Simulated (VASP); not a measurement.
# HgTe in VASP: notebook, part 4 of 4

VASP 6.6.1.

## 5. Electric field gradients, PBE (equal xy, yz and zx shear strains of -2 %)

INCAR reads:

```
SYSTEM = HgTe
  PREC = Accurate
  ENCUT = 520
  EDIFF = 1E-8
  ISMEAR = -1
  SIGMA = 0.03
  LREAL = .FALSE.
  LASPH = .TRUE.
  NELM = 100
  ALGO = Normal
  ISIF = 2
  LWAVE = .FALSE.
  LCHARG = .FALSE.
  GGA = PE
  LEFG = .TRUE.
  NBANDS = 16
```

KPOINTS reads:

```
Automatic mesh
0
G
  11 11 11
  0 0 0
```

POSCAR reads:

```
HgTe
1.0
   -0.0644700000      3.1912650000      3.1912650000
    3.1912650000     -0.0644700000      3.1912650000
    3.1912650000      3.1912650000     -0.0644700000
Hg Te
1 1
Direct
    0.0000000000      0.0000000000      0.0000000000
    0.7500000000      0.7500000000      0.7500000000
```

Potentials or basis: VASP PAW PBE potentials, release 64 (Hg, Te).

On the command line:

```bash
> cat potpaw_PBE.64/Hg/POTCAR potpaw_PBE.64/Te/POTCAR > POTCAR
> mpirun -np 1 vasp_std > vasp.out
```

OUTCAR:

```text
SYSTEM = HgTe
   PREC = Accurate
   ENCUT = 520
   EDIFF = 1E-8
   ISMEAR = -1
   LREAL = .FALSE.
   LASPH = .TRUE.
   NELM = 100
   ISIF = 2
   GGA = PE

 ion  position               nearest neighbor table
   1  0.000  0.000  0.000-   2 2.74   2 2.81   2 2.81   2 2.81
   2  0.750  0.750  0.750-   1 2.74   1 2.81   1 2.81   1 2.81

  LATTYP: Found a trigonal (rhomboedric) cell.
 ALAT       =     4.5135906971
 COS(alpha) =     0.4797000918

  Lattice vectors:

[... 668 lines left out ...]

  FREE ENERGIE OF THE ION-ELECTRON SYSTEM (eV)
  ---------------------------------------------------
  free  energy   TOTEN  =        -3.5602764595 eV

  energy  without entropy=       -3.5601817434  energy(sigma->0) =       -3.56022910

 Electric field gradients (V/A^2)
---------------------------------------------------------------------
 ion       V_xx      V_yy      V_zz      V_xy      V_xz      V_yz
---------------------------------------------------------------------
   1      -0.000     0.000     0.000   -28.401   -28.401   -28.401
   2       0.000     0.000     0.000    -2.625    -2.625    -2.625
---------------------------------------------------------------------

 Electric field gradients after diagonalization (V/A^2)
 (convention: |V_zz| > |V_xx| > |V_yy|)
----------------------------------------------------------------------
 ion       V_xx      V_yy      V_zz     asymmetry (V_yy - V_xx)/ V_zz
----------------------------------------------------------------------
   1      28.401    28.401   -56.801       0.000
   2       2.625     2.625    -5.250       0.000
----------------------------------------------------------------------

           NMR quadrupolar parameters

 Cq : quadrupolar parameter    Cq=e*Q*V_zz/h
 eta: asymmetry parameters     (V_yy - V_xx)/ V_zz
 Q  : nuclear electric quadrupole moment in mb (millibarn)
----------------------------------------------------------------------
 ion       Cq(MHz)       eta       Q (mb)
----------------------------------------------------------------------
   1      -0.137       0.000       1.000
   2      -0.013       0.000       1.000
----------------------------------------------------------------------
```

OSZICAR:

```text
N       E                     dE             d eps       ncg     rms          rms(c)
DAV:   1     0.105881935138E+03    0.10588E+03   -0.80555E+03  4696   0.975E+02
DAV:   2    -0.151300968942E+00   -0.10603E+03   -0.99059E+02  5520   0.229E+02
DAV:   3    -0.374136436800E+01   -0.35901E+01   -0.35815E+01  5704   0.438E+01
DAV:   4    -0.377468581396E+01   -0.33321E-01   -0.33319E-01  6952   0.381E+00
DAV:   5    -0.377479775131E+01   -0.11194E-03   -0.11194E-03  6112   0.189E-01    0.785E+00
DAV:   6    -0.356886191859E+01    0.20594E+00   -0.40145E-01  5456   0.863E+00    0.618E+00
DAV:   7    -0.356106098922E+01    0.78009E-02   -0.10244E-01  5400   0.220E+00    0.221E+00
DAV:   8    -0.356022122131E+01    0.83977E-03   -0.11235E-02  5200   0.122E+00    0.554E-01
DAV:   9    -0.356023482735E+01   -0.13606E-04   -0.74598E-04  6144   0.317E-01    0.133E-01
DAV:  10    -0.356026349560E+01   -0.28668E-04   -0.86732E-05  5848   0.821E-02    0.504E-02
DAV:  11    -0.356027891624E+01   -0.15421E-04   -0.37507E-05  5680   0.480E-02    0.414E-02
DAV:  12    -0.356027671090E+01    0.22053E-05   -0.44976E-06  5216   0.195E-02    0.205E-02
DAV:  13    -0.356027651492E+01    0.19598E-06   -0.71996E-07  5816   0.425E-03    0.690E-03
DAV:  14    -0.356027638952E+01    0.12540E-06   -0.32213E-07  5048   0.555E-03    0.446E-03
DAV:  15    -0.356027640440E+01   -0.14883E-07   -0.40555E-08  6144   0.154E-03    0.262E-03
DAV:  16    -0.356027646564E+01   -0.61234E-07   -0.50808E-09  4184   0.500E-04    0.528E-04
DAV:  17    -0.356027645951E+01    0.61282E-08   -0.16190E-09  3184   0.243E-04
   1 F= -.35602765E+01 E0= -.35602291E+01  d E =-.947161E-04
```

Wall time 2.7 min (1 thread of Intel Xeon Platinum 8488C (Sapphire Rapids), shared host); peak memory 0.31 GiB.

Results:

```
Free energy            : -3.5603 eV
Pressure               : 4.2 GPa
Largest force          : 0.264 eV/Å
Band gap on the k mesh : 0.11 eV, direct
```

Forces in eV/Å, atoms in the order of the input:
```
Hg   0.152  0.152  0.152
Te  -0.152 -0.152 -0.152
```

Electric field gradients, principal values (V/Å²):
```csv
atom,least,middle,greatest (by size)
1 Hg,28.401,28.401,-56.801
2 Te,2.625,2.625,-5.250
```

Caveat: the cell differs from its parent crystal (equal xy, yz and zx shear strains of -2 %); without QUAD_EFG the Cq values of the log hold for a quadrupole moment of 1 mb, not for the nuclei; spin-orbit coupling is left out, which moves the levels of the heavy elements.

## 6. Electric field gradients, PBE (equal xy, yz and zx shear strains of -2 %)

INCAR reads:

```
ALGO = Normal
EDIFF = 1E-8
ENCUT = 520
GGA = PE
ISIF = 2
ISMEAR = -1
LASPH = T
LCHARG = F
LEFG = T
LREAL = F
LWAVE = F
NBANDS = 16
NELM = 60
PREC = Accurate
SIGMA = 0.03
```

KPOINTS reads:

```
k-points
0
Gamma
  11 11 11
```

POSCAR is that of step 5.

Potentials or basis: VASP PAW PBE potentials, release 64 (Hg, Te).

On the command line:

```bash
> cat potpaw_PBE.64/Hg/POTCAR potpaw_PBE.64/Te/POTCAR > POTCAR
> mpirun -np 1 vasp_std > vasp.out
```

OUTCAR:

```text
EDIFF = 1E-8
   ENCUT = 520
   GGA = PE
   ISIF = 2
   ISMEAR = -1
   LASPH = T
   LREAL = F
   NELM = 60
   PREC = Accurate

 ion  position               nearest neighbor table
   1  0.000  0.000  0.000-   2 2.74   2 2.81   2 2.81   2 2.81
   2  0.750  0.750  0.750-   1 2.74   1 2.81   1 2.81   1 2.81

  LATTYP: Found a trigonal (rhomboedric) cell.
 ALAT       =     4.5135906971
 COS(alpha) =     0.4797000918

  Lattice vectors:

 A1 = (  -0.0644700000,   3.1912650000,   3.1912650000)
 A2 = (   3.1912650000,  -0.0644700000,   3.1912650000)
 A3 = (   3.1912650000,   3.1912650000,  -0.0644700000)

Analysis of symmetry for initial positions (statically):
=====================================================================
 Subroutine PRICEL returns:
 Original cell was already a primitive cell.

 Routine SETGRP: Setting up the symmetry group for a
[... 645 lines left out ...]
  energy-cutoff  :      520.00
  volume of cell :       66.97
      direct lattice vectors                 reciprocal lattice vectors
    -0.064470000  3.191265000  3.191265000    -0.152008059  0.155142246  0.155142246
     3.191265000 -0.064470000  3.191265000     0.155142246 -0.152008059  0.155142246
     3.191265000  3.191265000 -0.064470000     0.155142246  0.155142246 -0.152008059

 POSITION                                       TOTAL-FORCE (eV/Angst)
 -----------------------------------------------------------------------------------
      0.00000      0.00000      0.00000         0.152361      0.152361      0.152361
      4.73855      4.73855      4.73855        -0.152361     -0.152361     -0.152361
 -----------------------------------------------------------------------------------
    total drift:                                0.000105      0.000105      0.000105

  FREE ENERGIE OF THE ION-ELECTRON SYSTEM (eV)
  ---------------------------------------------------
  free  energy   TOTEN  =        -3.5602764595 eV

  energy  without entropy=       -3.5601817434  energy(sigma->0) =       -3.56022910

 Electric field gradients (V/A^2)
---------------------------------------------------------------------
 ion       V_xx      V_yy      V_zz      V_xy      V_xz      V_yz
---------------------------------------------------------------------
   1      -0.000     0.000     0.000   -28.401   -28.401   -28.401
   2       0.000     0.000     0.000    -2.625    -2.625    -2.625
---------------------------------------------------------------------

 Electric field gradients after diagonalization (V/A^2)
 (convention: |V_zz| > |V_xx| > |V_yy|)
----------------------------------------------------------------------
 ion       V_xx      V_yy      V_zz     asymmetry (V_yy - V_xx)/ V_zz
----------------------------------------------------------------------
   1      28.401    28.401   -56.801       0.000
   2       2.625     2.625    -5.250       0.000
----------------------------------------------------------------------

           NMR quadrupolar parameters

 Cq : quadrupolar parameter    Cq=e*Q*V_zz/h
 eta: asymmetry parameters     (V_yy - V_xx)/ V_zz
 Q  : nuclear electric quadrupole moment in mb (millibarn)
----------------------------------------------------------------------
 ion       Cq(MHz)       eta       Q (mb)
----------------------------------------------------------------------
   1      -0.137       0.000       1.000
   2      -0.013       0.000       1.000
----------------------------------------------------------------------
```

stdout:

```text
POSCAR found type information on POSCAR HgTe
 POSCAR found :  2 types and       2 ions
 scaLAPACK will be used
 LDA part: xc-table for (Slater+PW92), standard interpolation
 POSCAR, INCAR and KPOINTS ok, starting setup
 FFT: planning ... GRIDC
 FFT: planning ... GRID_SOFT
 FFT: planning ... GRID
 WAVECAR not read
 entering main loop
ion   1

ion   2
```

Run time: 2.6 min. Hardware: 1 thread of Intel Xeon Platinum 8488C (Sapphire Rapids), shared host; peak memory 0.31 GiB.

Results:

```yaml
Free_energy: -3.5603 eV
Pressure: 4.2 GPa
Largest_force: 0.264 eV/Å
Band_gap_on_the_k_mesh: 0.11 eV, direct
```

Forces on the atoms (eV/Å):
```
Hg   0.152  0.152  0.152
Te  -0.152 -0.152 -0.152
```

Electric field gradients, principal values (V/Å²):
```tsv
atom	least	middle	greatest (by size)
1 Hg	28.401	28.401	-56.801
2 Te	2.625	2.625	-5.250
```

Caveat: the cell differs from its parent crystal (equal xy, yz and zx shear strains of -2 %); without QUAD_EFG the Cq values of the log hold for a quadrupole moment of 1 mb, not for the nuclei; spin-orbit coupling is left out, which moves the levels of the heavy elements. A k mesh can miss the band edges.

## 7. The runs side by side

| level | potentials or basis | cell | gap on the mesh (eV) | pressure (GPa) | largest force (eV/Å) |
| --- | --- | --- | --- | --- | --- |
| LDA | VASP PAW LDA potentials, release 64 (Hg, Te) | a = 4.559 Å, angles 60.0°, 2 atoms | none | 0.0 | - |
| LDA | VASP PAW LDA potentials, release 64 (Hg, Te) | a = 4.619 Å, angles 60.0°, 2 atoms | none | -1.7 | - |
| PBE | VASP PAW PBE potentials, release 64 (Hg, Te) | a = 4.605 Å, angles 58.7°, 2 atoms | none | 4.2 | 0.21 |
| PBE | VASP PAW PBE potentials, release 64 (Hg, Te) | a = 4.514 Å, angles 61.3°, 2 atoms | 0.11 | 4.2 | 0.26 |

Alike in all rows: task electric field gradients; no spin polarisation; k mesh 11 × 11 × 11; cutoff (eV) 520; smearing fermi-dirac 0.03 eV.

Caveats: spin-orbit coupling is left out, which moves the levels of the heavy elements.

Total energies depend on the potentials used, so only differences within one code and one set of settings carry meaning.
